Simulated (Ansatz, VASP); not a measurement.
**Mn in VASP and in Ansatz**

```
CELL_PARAMETERS angstrom
0.00000 2.47616 2.47616
2.47616 0.00000 2.47616
2.47616 2.47616 0.00000
ATOMIC_POSITIONS crystal
Mn 0.12500 0.12500 0.12500
Mn 0.87500 0.87500 0.87500
```

Alike in both runs: task single point; functional PBE; k mesh 18 × 18 × 18; occupations fermi-dirac, width 0.1 eV; no spin polarisation.

```csv
,VASP,Ansatz
version,VASP 6.6.1,Ansatz 0.2.0
potentials or method,"VASP PAW PBE potentials, release 64 (Mn_pv), cutoff 520 eV","plane waves (420 eV) with PAW, scalar-relativistic"
valence electrons in the cell,26,30
```

```csv
,VASP,Ansatz,Ansatz less VASP
pressure (GPa),0.5,0.0,-0.53
```

VASP's potentials hold 26 valence electrons a cell and Ansatz's 30, so a difference there can come from the potentials and not from the codes.
